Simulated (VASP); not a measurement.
# NiO (Fm-3m) in VASP: single point with r2SCAN0

Aim: the single point of NiO with r2SCAN0.

Program: VASP 6.6.1. These are calculated values, not measurements. Logs are shortened: lines on timing, memory, paths and dates and some standing lists are left out, and cuts for length are marked.

## (1) The cell of the first run

Symmetry: Fm-3m, No. 225, cubic system. Conventional cell: a = 4.172 Å, b = 4.172 Å, c = 4.172 Å, α = 90.00°, β = 90.00°, γ = 90.00°. Ni (site symmetry m-3m) has 6 O at 2.09 Å within 2.8 Å. O (site symmetry m-3m) has 6 Ni at 2.09 Å within 2.8 Å.

## (2) Single point, r2SCAN0, collinear spin, ferromagnetic start

POSCAR reads:

```
NiO
1.0
    0.0000000000      2.0859016414      2.0859016414
    2.0859016414      0.0000000000      2.0859016414
    2.0859016414      2.0859016414      0.0000000000
Ni O
1 1
Direct
    0.0000000000      0.0000000000      0.0000000000
    0.5000000000      0.5000000000      0.5000000000
```

INCAR.step1 reads:

```
SYSTEM = NiO
PREC = Accurate
ENCUT = 520
EDIFF = 1E-5
ISMEAR = -1
SIGMA = 0.05
LREAL = .FALSE.
LASPH = .TRUE.
NELM = 150
ALGO = Normal
ISIF = 2
LWAVE = .TRUE.
ISPIN = 2
MAGMOM = 1 0
LORBIT = 11
LMAXMIX = 4
GGA = PE
NBANDS = 19
```

INCAR.step2 reads:

```
SYSTEM = NiO
PREC = Accurate
ENCUT = 520
EDIFF = 1E-6
ISMEAR = -1
SIGMA = 0.05
LREAL = .FALSE.
LASPH = .TRUE.
NELM = 150
ALGO = Normal
ISIF = 2
LWAVE = .FALSE.
LCHARG = .TRUE.
ISPIN = 2
MAGMOM = 1 0
LORBIT = 11
LMAXMIX = 4
METAGGA = R2SCAN
LHFCALC = .TRUE.
AEXX = 0.25
LMIXTAU = .TRUE.
PRECFOCK = Normal
LELF = .TRUE.
LVHAR = .TRUE.
ISTART = 1
NBANDS = 19
```

KPOINTS reads:

```
regular mesh
0
G
  6 6 6
  0 0 0
```

Potentials or basis: VASP PAW PBE potentials, release 64 (Ni, O).

Launch:

```
$ cat potpaw_PBE.64/Ni/POTCAR potpaw_PBE.64/O/POTCAR > POTCAR
$ cp INCAR.step1 INCAR
$ mpirun -np 1 vasp_std > vasp.out
$ cp INCAR.step2 INCAR
$ mpirun -np 1 vasp_std > vasp.out
```

OUTCAR:

```text
SYSTEM = NiO
   PREC = Accurate
   ENCUT = 520
   EDIFF = 1E-6
   ISMEAR = -1
   LREAL = .FALSE.
   LASPH = .TRUE.
   NELM = 150
   ISIF = 2
   ISPIN = 2
   LORBIT = 11
   METAGGA = R2SCAN
   LHFCALC = .TRUE.
   AEXX = 0.25
   PRECFOCK = Normal
   ISTART = 1

 ion  position               nearest neighbor table
   1  0.000  0.000  0.000-   2 2.09   2 2.09   2 2.09   2 2.09   2 2.09   2 2.09
   2  0.500  0.500  0.500-   1 2.09   1 2.09   1 2.09   1 2.09   1 2.09   1 2.09

  LATTYP: Found a face centered cubic cell.
 ALAT       =     4.1718032828

  Lattice vectors:

 A1 = (   0.0000000000,   2.0859016414,   2.0859016414)
 A2 = (   2.0859016414,   0.0000000000,   2.0859016414)
 A3 = (   2.0859016414,   2.0859016414,   0.0000000000)

Analysis of symmetry for initial positions (statically):
=====================================================================
 Subroutine PRICEL returns:
 Original cell was already a primitive cell.

 Routine SETGRP: Setting up the symmetry group for a
 face centered cubic supercell.

 Subroutine GETGRP returns: Found 48 space group operations
 (whereof 48 operations were pure point group operations)
 out of a pool of 48 trial point group operations.

The static configuration has the point symmetry O_h .

Analysis of symmetry for dynamics (positions and initial velocities):
=====================================================================
 Subroutine PRICEL returns:
 Original cell was already a primitive cell.

 Routine SETGRP: Setting up the symmetry group for a
 face centered cubic supercell.

 Subroutine GETGRP returns: Found 48 space group operations
 (whereof 48 operations were pure point group operations)
 out of a pool of 48 trial point group operations.

The dynamic configuration has the point symmetry O_h .

Analysis of structural, dynamic, and magnetic symmetry:
=====================================================================
 Subroutine PRICEL returns:
 Original cell was already a primitive cell.

 Routine SETGRP: Setting up the symmetry group for a
 face centered cubic supercell.

 Subroutine GETGRP returns: Found 48 space group operations
 (whereof 48 operations were pure point group operations)
 out of a pool of 48 trial point group operations.

The overall configuration has the point symmetry O_h .

 Subroutine INISYM returns: Found 48 space group operations
 (whereof 48 operations are pure point group operations),
 and found     1 'primitive' translations

----------------------------------------------------------------------------------------

                                     Primitive cell

  volume of cell :      18.1515

  direct lattice vectors                    reciprocal lattice vectors
     0.000000000  2.085901641  2.085901641    -0.239704495  0.239704495  0.239704495
     2.085901641  0.000000000  2.085901641     0.239704495 -0.239704495  0.239704495
     2.085901641  2.085901641  0.000000000     0.239704495  0.239704495 -0.239704495

  length of vectors
     2.949910391  2.949910391  2.949910391     0.415180364  0.415180364  0.415180364

  position of ions in fractional coordinates (direct lattice)
     0.000000000  0.000000000  0.000000000
     0.500000000  0.500000000  0.500000000

  ion indices of the primitive-cell ions
   primitive index   ion index
                 1           1
                 2           2

----------------------------------------------------------------------------------------

 KPOINTS: regular mesh

Automatic generation of k-mesh.
 Grid dimensions read from file:
 generate k-points for:    6    6    6

 Generating k-lattice:

  Cartesian coordinates                     Fractional coordinates (reciprocal lattice)
    -0.039950749  0.039950749  0.039950749     0.166666667  0.000000000  0.000000000
     0.039950749 -0.039950749  0.039950749     0.000000000  0.166666667  0.000000000
     0.039950749  0.039950749 -0.039950749     0.000000000  0.000000000  0.166666667

  Length of vectors
     0.069196727  0.069196727  0.069196727

  Shift w.r.t. Gamma in fractional coordinates (k-lattice)
     0.000000000  0.000000000  0.000000000

 Subroutine IBZKPT returns following result:
 ===========================================

 Found     16 irreducible k-points:

 Following reciprocal coordinates:
            Coordinates               Weight
  0.000000  0.000000  0.000000      1.000000
  0.166667  0.000000  0.000000      8.000000
  0.333333  0.000000  0.000000      8.000000
  0.500000  0.000000  0.000000      4.000000
  0.166667  0.166667  0.000000      6.000000
  0.333333  0.166667  0.000000     24.000000
[... 8 lines left out ...]
 -0.333333  0.333333  0.166667     24.000000
 -0.333333  0.500000  0.166667     12.000000
   k-points           NKPTS =     16   k-points in BZ     NKDIM =    216   number of bands    NBANDS=     19
   number of dos      NEDOS =    301   number of ions     NIONS =      2
   total plane-waves  NPLWV =  13824
   dimension x,y,z NGX =    24 NGY =   24 NGZ =   24
   dimension x,y,z NGXF=    48 NGYF=   48 NGZF=   48
   ions per type =               1   1
   NGX,Y,Z   is equivalent  to a cutoff of  13.53, 13.53, 13.53 a.u.
   NGXF,Y,Z  is equivalent  to a cutoff of  27.05, 27.05, 27.05 a.u.
 SYSTEM =  NiO
   PREC   = accura    normal or accurate (medium, high low for compatibility)
   ISTART =      1    job   : 0-new  1-cont  2-samecut
   ICHARG =      0    charge: 1-file 2-atom 10-const
   ISPIN  =      2    spin polarized calculation?
   LNONCOLLINEAR =      F non collinear calculations
   LSORBIT =      F    spin-orbit coupling
   LASPH  =      T    aspherical Exc in radial PAW
   ENCUT  =  520.0 eV  38.22 Ry    6.18 a.u.   5.48  5.48  5.48*2*pi/ulx,y,z
   NELM   =    150;   NELMIN=  2; NELMDL=  0     # of ELM steps
   EDIFF  = 0.1E-05   stopping-criterion for ELM
   LREAL  =      F    real-space projection
   EDIFFG = 0.1E-04   stopping-criterion for IOM
   NSW    =      0    number of steps for IOM
   IBRION =     -1    ionic relax: 0-MD 1-quasi-New 2-CG
   NFREE  =      0    steps in history (QN), initial steepest desc. (CG)
   ISIF   =      2    stress and relaxation
   ISYM   =      3    0-nonsym 1-usesym 2-fastsym
   POTIM  = 0.5000    time-step for ionic-motion
   TEBEG  =    0.0;   TEEND  =   0.0 temperature during run
   PSTRESS=    0.0 pullay stress
   NELECT =      16.0000    total number of electrons
   NUPDOWN=      -1.0000    fix difference up-down
   EMIN   =  10.00;   EMAX   =-10.00  energy-range for DOS
   EFERMI =   0.00;   METHOD = LEGACY
   ISMEAR =    -1;   SIGMA  =   0.05  broadening in eV -4-tet -1-fermi 0-gaus
   EFERMI_NEDOS =   21; number of points for ismear=-14 and -15
   IALGO  =     38    algorithm
   IMIX   =      1    mixing-type and parameters
     AMIX     =   0.40;   BMIX     =  1.00
     AMIX_MAG =   1.60;   BMIX_MAG =  1.00
  volume/ion in A,a.u.               =       9.08        61.25
  Fermi-wavevector in a.u.,A,eV,Ry     =   1.569680  2.966264 33.523312  2.463894
  Thomas-Fermi vector in A             =   2.671526
   LORBIT       =     11    0 simple, 1 ext, 2 COOP (PROOUT), +10 PAW based schemes
   METAGGA = R2SCAN    functional components
   LHFCALC =     T    Hartree Fock is set to
   PRECFOCK=normal    Normal, Fast or Accurate (Low or Medium for compatibility)
   ENCUT4O =  -1.0   cutoff for four orbital integrals eV
   NKREDX  =     1    reduce k-point grid by
   NKREDY  =     1    reduce k-point grid by
   NKREDZ  =     1    reduce k-point grid by
   AEXX    =    0.2500 exact exchange contribution
   HFSCREEN=    0.0000 screening length (either q_TF or 0.3 A-1)
   HFSCREENC=   0.0000 screening length for correlation (either q_TF or 0.3 A-1)
   ENCUTFOCK=  -1.0 apply spherical cutoff to Coloumb kernel
   IVDW    =     0    specifies the selected vdW correction
   LEPSILON=     F    determine dielectric tensor
   LRPA    =     F    only Hartree local field effects (RPA)
 spin polarized calculation
  energy-cutoff  :      520.00
  volume of cell :       18.15
 maximum number of plane-waves:       531
 NGX is ok and might be reduce to    24
  NGX = 18; NGY = 18; NGZ = 18

 number of electron      16.0000001 magnetization       1.9982977

 Free energy of the ion-electron system (eV)
  ---------------------------------------------------
  ext. energy  EPLUGINS =         0.00000000
  ---------------------------------------------------
  free energy    TOTEN  =       -24.22765103 eV

  energy without entropy =      -24.22765103  energy(sigma->0) =      -24.22765103

 E-fermi :   6.8986     XC(G=0): -10.4043

 val. band max:        5.7112084388   @ k =   0.5000   0.0000   0.0000
 cond. band min:      10.5993821768   @ k =   0.0000   0.0000   0.0000
 fundamental gap:      4.8881737380
 Fermi energy:         6.8986138251

 spin component 1

 k-point     1 :       0.0000    0.0000    0.0000
  band No.  band energies     occupation
      1     -16.1169      1.00000
      2       0.3617      1.00000
      3       0.3617      1.00000
      4       1.4950      1.00000
      5       1.4952      1.00000
      6       1.4952      1.00000
[... 11 lines left out ...]
     18      35.6630      0.00000
     19      35.6634      0.00000

 k-point     2 :       0.1667    0.0000    0.0000
  band No.  band energies     occupation
      1     -15.7947      1.00000
      2      -0.2078      1.00000
      3      -0.2077      1.00000
      4       0.6040      1.00000
      5       1.5762      1.00000
      6       1.5763      1.00000
[... 11 lines left out ...]
     18      39.5434      0.00000
     19      39.5438      0.00000

 k-point     3 :       0.3333    0.0000    0.0000
  band No.  band energies     occupation
      1     -15.0700      1.00000
      2      -1.5866      1.00000
      3      -1.0423      1.00000
      4      -1.0421      1.00000
      5       1.8797      1.00000
      6       1.8798      1.00000
[... 257 lines left out ...]
  band No.  band energies     occupation
      1     -14.5511      1.00000
      2      -1.4535      1.00000
      3      -0.9016      1.00000
      4      -0.8167      1.00000
      5       1.5210      1.00000
      6       2.1982      1.00000
[... 11 lines left out ...]
     18      41.8120      0.00000
     19      41.9657      0.00000

 k-point    16 :      -0.3333    0.5000    0.1667
  band No.  band energies     occupation
      1     -14.5492      1.00000
      2      -0.8230      1.00000
      3      -0.7382      1.00000
      4      -0.0210      1.00000
      5       1.1424      1.00000
      6       2.3886      1.00000
[... 11 lines left out ...]
     18      42.8331      0.00000
     19      45.7755      0.00000
 Fermi energy:         6.8986138251

 spin component 2

 k-point     1 :       0.0000    0.0000    0.0000
  band No.  band energies     occupation
      1     -15.5986      1.00000
      2       2.6094      1.00000
      3       2.6096      1.00000
      4       2.6097      1.00000
      5       4.2379      1.00000
      6       4.2380      1.00000
[... 11 lines left out ...]
     18      37.2476      0.00000
     19      37.2490      0.00000

 k-point     2 :       0.1667    0.0000    0.0000
  band No.  band energies     occupation
      1     -15.2579      1.00000
      2       1.4372      1.00000
      3       2.4893      1.00000
      4       2.4894      1.00000
      5       3.7540      1.00000
      6       3.9065      1.00000
[... 11 lines left out ...]
     18      40.8130      0.00000
     19      40.8138      0.00000

 k-point     3 :       0.3333    0.0000    0.0000
  band No.  band energies     occupation
      1     -14.4858      1.00000
      2      -1.0046      1.00000
      3       1.9571      1.00000
      4       1.9572      1.00000
      5       3.8302      1.00000
      6       3.8303      1.00000
[... 258 lines left out ...]
      1     -13.8717      1.00000
      2      -0.7199      1.00000
      3       0.5067      1.00000
      4       1.8372      1.00000
      5       3.4470      1.00000
      6       3.7754      1.00000
[... 11 lines left out ...]
     18      42.7071      0.00000
     19      42.9017      0.00000

 k-point    16 :      -0.3333    0.5000    0.1667
  band No.  band energies     occupation
      1     -13.8438      1.00000
      2      -0.2031      1.00000
      3       0.6893      1.00000
      4       1.6673      1.00000
      5       3.4949      1.00000
      6       3.6046      1.00000
[... 11 lines left out ...]
     18      43.3200      0.00000
     19      46.4155      0.00000

------------------------ aborting loop because EDIFF is reached ----------------------------------------

  FORCE on cell =-STRESS in cart. coord.  units (eV):
  Direction    XX          YY          ZZ          XY          YZ          ZX
  --------------------------------------------------------------------------------------
  -------------------------------------------------------------------------------------
  Total        0.0620629      0.0620629      0.0620629      0.0000000      0.0000000      0.0000000
  in kB        5.4781153      5.4781153      5.4781153      0.0000000      0.0000000      0.0000000
  external PRESSURE =       5.4781153 kB  Pullay stress =       0.0000000 kB

 VOLUME and BASIS-vectors are now :
 -----------------------------------------------------------------------------
  energy-cutoff  :      520.00
  volume of cell :       18.15
      direct lattice vectors                 reciprocal lattice vectors
     0.000000000  2.085901641  2.085901641    -0.239704495  0.239704495  0.239704495
     2.085901641  0.000000000  2.085901641     0.239704495 -0.239704495  0.239704495
     2.085901641  2.085901641  0.000000000     0.239704495  0.239704495 -0.239704495

 POSITION                                       TOTAL-FORCE (eV/Angst)
 -----------------------------------------------------------------------------------
      0.00000      0.00000      0.00000        -0.000000     -0.000000     -0.000000
      2.08590      2.08590      2.08590         0.000000      0.000000      0.000000
 -----------------------------------------------------------------------------------
    total drift:                               -0.000014     -0.000010     -0.000007

  FREE ENERGIE OF THE ION-ELECTRON SYSTEM (eV)
  ---------------------------------------------------
  free  energy   TOTEN  =       -24.2276510334 eV

  energy  without entropy=      -24.2276510334  energy(sigma->0) =      -24.22765103

 total charge

# of ion       s       p       d       tot
------------------------------------------
    1        0.330   0.432   8.126   8.888
    2        1.553   3.547   0.000   5.099
--------------------------------------------------
tot          1.883   3.979   8.126  13.988

 magnetization (x)

# of ion       s       p       d       tot
------------------------------------------
    1        0.007   0.006   1.763   1.776
    2        0.026   0.180   0.000   0.206
--------------------------------------------------
tot          0.033   0.186   1.763   1.982
```

Wall time 64 min (1 thread of Oxide Virtual Turin-like, shared host); peak memory 0.14 GiB.

Results:

```
Free energy                                           : -24.2277 eV
Pressure                                              : 0.5 GPa
Band gap on the k mesh                                : 4.89 eV (least direct gap 5.88 eV)
Net moment                                            : 2.00 μB per cell
Site moments                                          : Ni +1.78; O +0.21 μB
Valence electrons inside the program's atomic spheres : Ni 8.89; O 5.10
```

Caveat: the k points lie up to 0.43 Å⁻¹ apart; the PAW data sets were made with another functional, which shifts forces and pressure a little; a cell with one magnetic atom can't hold antiferromagnetic order, which such compounds often take.
